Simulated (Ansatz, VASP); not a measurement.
# Two plane-wave programs on Be2C

Contents of INCAR:

```
PREC     = Accurate       # precision mode
ENCUT    = 600            # plane-wave cutoff, eV
EDIFF    = 1E-6           # SCF threshold, eV
ISMEAR   = 0              # smearing method
SIGMA    = 0.01           # smearing width, eV
LREAL    = F              # projectors in reciprocal space
LASPH    = T              # aspherical terms in the spheres
NELM     = 120            # most SCF steps
ALGO     = Normal         # electronic algorithm
ISIF     = 2              # what is computed and relaxed
LWAVE    = F              # write WAVECAR
LCHARG   = T              # write CHGCAR
GGA      = PS             # functional
LELF     = T              # ELF
LVHAR    = T            
NBANDS   = 11             # bands
GGA_COMPAT= F
```

Contents of KPOINTS:

```
Automatic mesh
0
Gamma
  8 8 8
```

Contents of POSCAR:

```
Be2C
1.0
    0.0000000000      2.1553768814      2.1553768814
    2.1553768814      0.0000000000      2.1553768814
    2.1553768814      2.1553768814      0.0000000000
Be C
2 1
Direct
    0.2500000000      0.2500000000      0.2500000000
    0.7500000000      0.7500000000      0.7500000000
    0.0000000000      0.0000000000      0.0000000000
```

Input for Ansatz:

```yaml
crystal:
  lattice:
    - [0.0, 2.15537688145, 2.15537688145]
    - [2.15537688145, 0.0, 2.15537688145]
    - [2.15537688145, 2.15537688145, 0.0]
  atoms:
    - { symbol: Be, position: [0.25, 0.25, 0.25] }
    - { symbol: Be, position: [0.75, 0.75, 0.75] }
    - { symbol: C, position: [0.0, 0.0, 0.0] }
kpoints:
  mp_grid: { grid: [8, 8, 8] }
scf:
  occupations: { method: fixed }
hamiltonian:
  xc: pbesol
  pseudopotentials: { kind: paw }
output:
  forces: true
  stress: true
  eigenvalues: true
  eigenstates:
    nscf_kmesh: { grid: [14, 14, 14] }
    de_dk: true
    e_range: [-9, 11.07762048775]
  optics:
    e_range: [0, 20]
    de: 0.2
    sigma: 0.1
    bands: { spectra_wanted_up_to: 20 }
    nscf_kmesh: { grid: [14, 14, 14] }
checkpoint:
  write: ck
  write_wavefunctions: false
```

Alike in both runs: task single point; functional PBEsol; k mesh 8 × 8 × 8; no spin polarisation.

|  | VASP | Ansatz |
| --- | --- | --- |
| version | VASP 6.6.1 | Ansatz 0.2.0 |
| potentials or method | VASP PAW PBE potentials, release 64 (Be, C) | PAW with Ansatz's default frozen-core files, scalar-relativistic |
| plane-wave cutoff (eV) | 600 | 420 |
| occupations | gaussian, width 0.01 eV | fixed |
| valence electrons in the cell | 8 | 8 |

Ansatz gave:

- gap on the k mesh at the Fermi level (eV): 1.08
- pressure (GPa): 0.0

Task: Estimate VASP's values.

Result: gap on the k mesh at the Fermi level (eV): 1.07; pressure (GPa): 0.6.

VASP's potentials were made for PBE, not for PBEsol.
